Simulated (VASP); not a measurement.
# I in VASP: a series of runs

I is run at these levels: PBEsol, BLYP+D3(BJ); tasks: single point.

All numbers are computed with VASP 6.6.1; they aren't measurements. Logs are shortened: lines on timing, memory, paths and dates and some standing lists are left out, and cuts for length are marked.

### Step 1. The cell of the first run

The typed cell holds 1 atom: a = 3.496 Å, b = 3.496 Å, c = 2.981 Å, α = 64.76°, β = 64.76°, γ = 50.48°.

### Step 2. Single point, PBEsol

Input file INCAR:

```
PREC = Accurate
ENCUT = 520
EDIFF = 1E-7
ISMEAR = -1
SIGMA = 0.05
LREAL = F
LASPH = T
NELM = 60
ALGO = Normal
ISIF = 2
LWAVE = F
LCHARG = F
GGA = PS
NBANDS = 10
```

Input file KPOINTS:

```
Automatic mesh
0
Gamma
  9 9 9
```

Input file POSCAR:

```
I
1.0
    0.0000000000      2.1083307540      2.7884815022
    2.1080513160      0.0000000000      2.7884815022
    2.1080513160      2.1083307540      0.0000000000
I
1
Direct
    0.0000000000      0.0000000000      0.0000000000
```

Potentials or basis: VASP PAW PBE potentials, release 64 (I).

Started as:

```console
> cat potpaw_PBE.64/I/POTCAR > POTCAR
> mpirun -np 1 vasp_std > vasp.out
```

OUTCAR:

```text
PREC = Accurate
   ENCUT = 520
   EDIFF = 1E-7
   ISMEAR = -1
   LREAL = F
   LASPH = T
   NELM = 60
   ISIF = 2
   GGA = PS

 ion  position               nearest neighbor table
   1  0.000  0.000  0.000-

  LATTYP: Found a face centered orthorhombic cell.
 ALAT       =     4.2161026320
 B/A-ratio  =     1.0001325575
 C/A-ratio  =     1.3227768608

  Lattice vectors:

 A1 = (   0.0000000000,   2.1083307540,   2.7884815022)
 A2 = (   2.1080513160,   0.0000000000,   2.7884815022)
 A3 = (   2.1080513160,   2.1083307540,   0.0000000000)

Analysis of symmetry for initial positions (statically):
=====================================================================
 Subroutine PRICEL returns:
 Original cell was already a primitive cell.

 Routine SETGRP: Setting up the symmetry group for a
 face centered orthorhombic supercell.

 Subroutine GETGRP returns: Found  8 space group operations
 (whereof  8 operations were pure point group operations)
 out of a pool of  8 trial point group operations.

The static configuration has the point symmetry D_2h.

Analysis of symmetry for dynamics (positions and initial velocities):
=====================================================================
 Subroutine PRICEL returns:
 Original cell was already a primitive cell.

 Routine SETGRP: Setting up the symmetry group for a
 face centered orthorhombic supercell.

 Subroutine GETGRP returns: Found  8 space group operations
 (whereof  8 operations were pure point group operations)
 out of a pool of  8 trial point group operations.

The dynamic configuration has the point symmetry D_2h.

 Subroutine INISYM returns: Found  8 space group operations
 (whereof  8 operations are pure point group operations),
 and found     1 'primitive' translations

----------------------------------------------------------------------------------------

                                     Primitive cell

  volume of cell :      24.7866

  direct lattice vectors                    reciprocal lattice vectors
     0.000000000  2.108330754  2.788481502    -0.237185877  0.237154440  0.179309061
     2.108051316  0.000000000  2.788481502     0.237185877 -0.237154440  0.179309061
     2.108051316  2.108330754  0.000000000     0.237185877  0.237154440 -0.179309061

  length of vectors
     3.495810014  3.495641492  2.981432360     0.380330262  0.380330262  0.380330262

  position of ions in fractional coordinates (direct lattice)
     0.000000000  0.000000000  0.000000000

  ion indices of the primitive-cell ions
   primitive index   ion index
                 1           1

----------------------------------------------------------------------------------------

 KPOINTS: Automatic mesh

Automatic generation of k-mesh.
 Grid dimensions read from file:
 generate k-points for:    9    9    9

 Generating k-lattice:

  Cartesian coordinates                     Fractional coordinates (reciprocal lattice)
    -0.026353986  0.026350493  0.019923229     0.111111111  0.000000000  0.000000000
     0.026353986 -0.026350493  0.019923229     0.000000000  0.111111111  0.000000000
     0.026353986  0.026350493 -0.019923229    -0.000000000 -0.000000000  0.111111111

  Length of vectors
     0.042258918  0.042258918  0.042258918

  Shift w.r.t. Gamma in fractional coordinates (k-lattice)
     0.000000000  0.000000000  0.000000000

 Subroutine IBZKPT returns following result:
 ===========================================

 Found    125 irreducible k-points:

 Following reciprocal coordinates:
            Coordinates               Weight
  0.000000  0.000000  0.000000      1.000000
  0.111111  0.000000  0.000000      8.000000
  0.222222  0.000000  0.000000      8.000000
  0.333333  0.000000  0.000000      8.000000
  0.444444  0.000000  0.000000      8.000000
  0.111111  0.111111  0.000000      2.000000
[... 16 lines left out ...]
 -0.333333  0.333333  0.000000      4.000000
  0.444444  0.444444  0.000000      2.000000
 [... further k-points ...]
   k-points           NKPTS =    125   k-points in BZ     NKDIM =    125   number of bands    NBANDS=     10
   number of dos      NEDOS =    301   number of ions     NIONS =      1
   total plane-waves  NPLWV =  18816
   dimension x,y,z NGX =    28 NGY =   28 NGZ =   24
   dimension x,y,z NGXF=    56 NGYF=   56 NGZF=   48
   ions per type =               1
   NGX,Y,Z   is equivalent  to a cutoff of  13.32, 13.32, 13.38 a.u.
   NGXF,Y,Z  is equivalent  to a cutoff of  26.63, 26.63, 26.77 a.u.
 SYSTEM =  unknown system
   PREC   = accura    normal or accurate (medium, high low for compatibility)
   ISTART =      0    job   : 0-new  1-cont  2-samecut
   ICHARG =      2    charge: 1-file 2-atom 10-const
   ISPIN  =      1    spin polarized calculation?
   LNONCOLLINEAR =      F non collinear calculations
   LSORBIT =      F    spin-orbit coupling
   LASPH  =      T    aspherical Exc in radial PAW
   ENCUT  =  520.0 eV  38.22 Ry    6.18 a.u.   6.50  6.50  5.54*2*pi/ulx,y,z
   NELM   =     60;   NELMIN=  2; NELMDL= -5     # of ELM steps
   EDIFF  = 0.1E-06   stopping-criterion for ELM
   LREAL  =      F    real-space projection
   EDIFFG = 0.1E-05   stopping-criterion for IOM
   NSW    =      0    number of steps for IOM
   IBRION =     -1    ionic relax: 0-MD 1-quasi-New 2-CG
   NFREE  =      0    steps in history (QN), initial steepest desc. (CG)
   ISIF   =      2    stress and relaxation
   ISYM   =      2    0-nonsym 1-usesym 2-fastsym
   POTIM  = 0.5000    time-step for ionic-motion
   TEBEG  =    0.0;   TEEND  =   0.0 temperature during run
   PSTRESS=    0.0 pullay stress
   NELECT =       7.0000    total number of electrons
   NUPDOWN=      -1.0000    fix difference up-down
   EMIN   =  10.00;   EMAX   =-10.00  energy-range for DOS
   EFERMI =   0.00;   METHOD = LEGACY
   ISMEAR =    -1;   SIGMA  =   0.05  broadening in eV -4-tet -1-fermi 0-gaus
   EFERMI_NEDOS =   21; number of points for ismear=-14 and -15
   IALGO  =     38    algorithm
   IMIX   =      4    mixing-type and parameters
     AMIX     =   0.40;   BMIX     =  1.00
     AMIX_MAG =   1.60;   BMIX_MAG =  1.00
  volume/ion in A,a.u.               =      24.79       167.27
  Fermi-wavevector in a.u.,A,eV,Ry     =   1.074076  2.029709 15.696210  1.153639
  Thomas-Fermi vector in A             =   2.209894
   LORBIT       =      0    0 simple, 1 ext, 2 COOP (PROOUT), +10 PAW based schemes
   GGA     = PS    functional components
   LHFCALC =     F    Hartree Fock is set to
   AEXX    =    0.0000 exact exchange contribution
   IVDW    =     0    specifies the selected vdW correction
   LEPSILON=     F    determine dielectric tensor
   LRPA    =     F    only Hartree local field effects (RPA)
 non-spin polarized calculation
  energy-cutoff  :      520.00
  volume of cell :       24.79
 maximum number of plane-waves:       684
 NGX is ok and might be reduce to    28
   NGX = 13   NGY = 13   NGZ = 11

 number of electron       7.0000000 magnetization

 Free energy of the ion-electron system (eV)
  ---------------------------------------------------
  ext. energy  EPLUGINS =         0.00000000
  ---------------------------------------------------
  free energy    TOTEN  =        -1.18200502 eV

  energy without entropy =       -1.17865734  energy(sigma->0) =       -1.18033118

 E-fermi :   9.7577     XC(G=0): -10.8353

 val. band max:        9.7250264274   @ k =   0.2222   0.1111   0.0000
 cond. band min:       9.8350195574   @ k =   0.4444   0.4444   0.0000
 fundamental gap:      0.1099931301
 Fermi energy:         9.7576590445

 k-point     1 :       0.0000    0.0000    0.0000
  band No.  band energies     occupation
      1      -6.9352      2.00000
      2      10.1575      0.00067
      3      11.7357      0.00000
      4      11.7362      0.00000
      5      17.4314      0.00000
      6      17.6595      0.00000
      7      20.1622      0.00000
      8      20.7976      0.00000
      9      20.7985      0.00000
     10      21.1225      0.00000

 k-point     2 :       0.1111    0.0000    0.0000
  band No.  band energies     occupation
      1      -6.7007      2.00000
      2       9.5430      1.97303
      3      10.2979      0.00004
      4      11.7842      0.00000
      5      17.4918      0.00000
      6      18.2558      0.00000
      7      18.9751      0.00000
      8      20.9030      0.00000
      9      21.1331      0.00000
     10      22.0860      0.00000

 k-point     3 :       0.2222    0.0000    0.0000
  band No.  band energies     occupation
      1      -6.0184      2.00000
      2       6.8817      2.00000
      3       9.2142      1.99996
      4      11.9249      0.00000
      5      15.9592      0.00000
      6      18.4619      0.00000
      7      20.3814      0.00000
      8      21.9606      0.00000
      9      22.8457      0.00000
     10      23.9948      0.00000

 k-point     4 :       0.3333    0.0000    0.0000
  band No.  band energies     occupation
      1      -4.9885      2.00000
      2       4.0781      2.00000
      3       8.5088      2.00000
      4      12.1228      0.00000
      5      14.7492      0.00000
      6      18.7082      0.00000
      7      21.6637      0.00000
      8      22.1854      0.00000
      9      22.8952      0.00000
     10      24.3088      0.00000
[... 222 lines left out ...]
 k-point    22 :      -0.4444    0.3333   -0.0000
  band No.  band energies     occupation
      1      -4.2409      2.00000
      2       3.1671      2.00000
      3       5.5999      2.00000
      4      10.5043      0.00000
      5      16.0199      0.00000
      6      20.8060      0.00000
      7      23.1725      0.00000
      8      25.3028      0.00000
      9      27.1038      0.00000
     10      27.1949      0.00000

 k-point    23 :      -0.3333    0.3333    0.0000
  band No.  band energies     occupation
      1      -3.6686      2.00000
      2       3.4152      2.00000
      3       3.9906      2.00000
      4      11.1958      0.00000
      5      16.8017      0.00000
      6      21.2489      0.00000
      7      23.1782      0.00000
      8      23.4524      0.00000
      9      25.2688      0.00000
     10      26.1065      0.00000

 k-point    24 :       0.4444    0.4444    0.0000
  band No.  band energies     occupation
      1      -4.8165      2.00000
      2       2.4022      2.00000
      3       9.8350      0.35098
      4       9.8358      0.34626
      5      15.0902      0.00000
      6      15.6059      0.00000
      7      28.4447      0.00000
      8      28.4452      0.00000
      9      28.5844      0.00000
     10      29.6421      0.00000

 [... further k-points ...]
[... 5 lines left out ...]
  --------------------------------------------------------------------------------------
  -------------------------------------------------------------------------------------
  Total        3.0958946      3.0954123      3.1032307      0.0000000      0.0000000      0.0000000
  in kB      200.1147333    200.0835591    200.5889267      0.0000000      0.0000000      0.0000000
  external PRESSURE =     200.2624064 kB  Pullay stress =       0.0000000 kB

 VOLUME and BASIS-vectors are now :
 -----------------------------------------------------------------------------
  energy-cutoff  :      520.00
  volume of cell :       24.79
      direct lattice vectors                 reciprocal lattice vectors
     0.000000000  2.108330754  2.788481502    -0.237185877  0.237154440  0.179309061
     2.108051316  0.000000000  2.788481502     0.237185877 -0.237154440  0.179309061
     2.108051316  2.108330754  0.000000000     0.237185877  0.237154440 -0.179309061

 POSITION                                       TOTAL-FORCE (eV/Angst)
 -----------------------------------------------------------------------------------
      0.00000      0.00000      0.00000        -0.000000     -0.000000      0.000000
 -----------------------------------------------------------------------------------
    total drift:                                0.000000      0.000000      0.000000

  FREE ENERGIE OF THE ION-ELECTRON SYSTEM (eV)
  ---------------------------------------------------
  free  energy   TOTEN  =        -1.1820050217 eV

  energy  without entropy=       -1.1786573440  energy(sigma->0) =       -1.18033118
```

Wall time 20 s (1 thread of Intel Xeon Platinum 8259CL at 2.50GHz (Skylake/Cascade Lake), shared host); peak memory 0.17 GiB.

What came out:

```
Free energy            : -1.1820 eV
Pressure               : 20.0 GPa
Band gap on the k mesh : zero (an odd number of electrons rules out a gap without spin polarisation)
```

Levels at points of the mesh, in eV from the Fermi level:
| k point | band 1 | band 2 | band 3 | band 4 | band 5 | band 6 | band 7 | band 8 |
| --- | --- | --- | --- | --- | --- | --- | --- | --- |
| (0.00, 0.00, 0.00) | -16.69 | 0.40 | 1.98 | 1.98 | 7.67 | 7.90 | 10.40 | 11.04 |

Caveat: the cell stands under pressure; the PAW data sets were made with another functional, which shifts forces and pressure a little; spin-orbit coupling is left out, which moves the levels of the heavy elements; an odd number of electrons without spin polarisation forces a metal; a magnetic or distorted state may lie lower.

### Step 3. Single point, PBEsol

This run uses another cell than the first one, of 27.94 Å³/atom.

Input file INCAR:

```
SYSTEM = I
ALGO     = Normal         ! electronic algorithm
EDIFF    = 1E-6           ! SCF threshold, eV
ENCUT    = 520            ! plane-wave cutoff, eV
GGA      = PS             ! functional
ISIF     = 2              ! what is computed and relaxed
ISMEAR   = -1             ! smearing method
LASPH    = .TRUE.         ! aspherical terms in the spheres
LCHARG   = .FALSE.        ! write CHGCAR
LREAL    = .FALSE.        ! projectors in reciprocal space
LWAVE    = .FALSE.        ! write WAVECAR
NBANDS   = 10             ! bands
NELM     = 80             ! most SCF steps
PREC     = Accurate       ! precision mode
SIGMA    = 0.05           ! smearing width, eV
```

Input file KPOINTS:

```
k-points
0
G
  9 9 9
  0 0 0
```

Input file POSCAR:

```
I
1.0
    0.0000000000      2.1524013015      3.0167155209
    2.1511900608      0.0000000000      3.0167155209
    2.1511900608      2.1524013015      0.0000000000
I
1
Direct
    0.0000000000      0.0000000000      0.0000000000
```

Potentials or basis: VASP PAW PBE potentials, release 64 (I).

Started as:

```console
> cat potpaw_PBE.64/I/POTCAR > POTCAR
> mpirun -np 1 vasp_std > vasp.out
```

Run time: 19 s. Hardware: 1 thread of Intel Xeon Platinum 8259CL at 2.50GHz (Skylake/Cascade Lake), shared host; peak memory 0.17 GiB.

The run converged. Its results:

```yaml
Free_energy: -1.4687 eV
Pressure: 10.0 GPa
Band_gap_on_the_k_mesh: zero (an odd number of electrons rules out a gap without spin polarisation)
```

Levels at points of the mesh, in eV from the Fermi level:
```tsv
k point	band 2	band 3	band 4	band 5	band 6	band 7
(0.00, 0.00, 0.00)	-0.49	1.53	1.54	6.34	7.65	9.55
```

Caveat: the cell stands under pressure; the PAW data sets were made with another functional, which shifts forces and pressure a little; spin-orbit coupling is left out, which moves the levels of the heavy elements; an odd number of electrons without spin polarisation forces a metal; a magnetic or distorted state may lie lower.

### Step 4. Single point, PBEsol

This run uses another cell than the first one, of 30.60 Å³/atom.

Input file INCAR:

```
PREC     = Accurate       # precision mode
ENCUT    = 520            # plane-wave cutoff, eV
EDIFF    = 1E-6           # SCF threshold, eV
ISMEAR   = -1             # smearing method
SIGMA    = 0.05           # smearing width, eV
LREAL    = False          # projectors in reciprocal space
LASPH    = True           # aspherical terms in the spheres
NELM     = 60             # most SCF steps
ALGO     = Normal         # electronic algorithm
ISIF     = 2              # what is computed and relaxed
LWAVE    = False          # write WAVECAR
LCHARG   = True           # write CHGCAR
GGA      = PS             # functional
LELF     = True           # ELF
LVHAR    = True         
NBANDS   = 10             # bands
```

Input file KPOINTS:

```
regular mesh
0
Gamma
  9 9 9
```

Input file POSCAR:

```
I
1.0
    0.0000000000      2.1887477541      3.1961809744
    2.1867464473      0.0000000000      3.1961809744
    2.1867464473      2.1887477541      0.0000000000
I
1
Direct
    0.0000000000      0.0000000000      0.0000000000
```

Started as:

```console
> cat potpaw_PBE.64/I/POTCAR > POTCAR
> mpirun -np 1 vasp_std > vasp.out
```

It took 27 s on 1 thread of Intel Xeon Platinum 8259CL at 2.50GHz (Skylake/Cascade Lake), shared host; peak memory 0.17 GiB.

It converged, with:

```
Free energy            : -1.5892 eV
Pressure               : 5.0 GPa
Band gap on the k mesh : zero (an odd number of electrons rules out a gap without spin polarisation)
```

Levels at points of the mesh, in eV from the Fermi level:
```tsv
k point	band 1	band 2	band 3	band 4	band 5	band 6	band 7	band 8	band 9
(0.00, 0.00, 0.00)	-15.19	-0.93	1.32	1.32	5.67	7.58	9.09	11.50	11.50
```

Caveat: the cell stands under pressure; the PAW data sets were made with another functional, which shifts forces and pressure a little; spin-orbit coupling is left out, which moves the levels of the heavy elements; an odd number of electrons without spin polarisation forces a metal; a magnetic or distorted state may lie lower.

(Part 1 of 2 ends here.)

The gap in the log of VASP goes by the Fermi energy; the results here count the filled bands.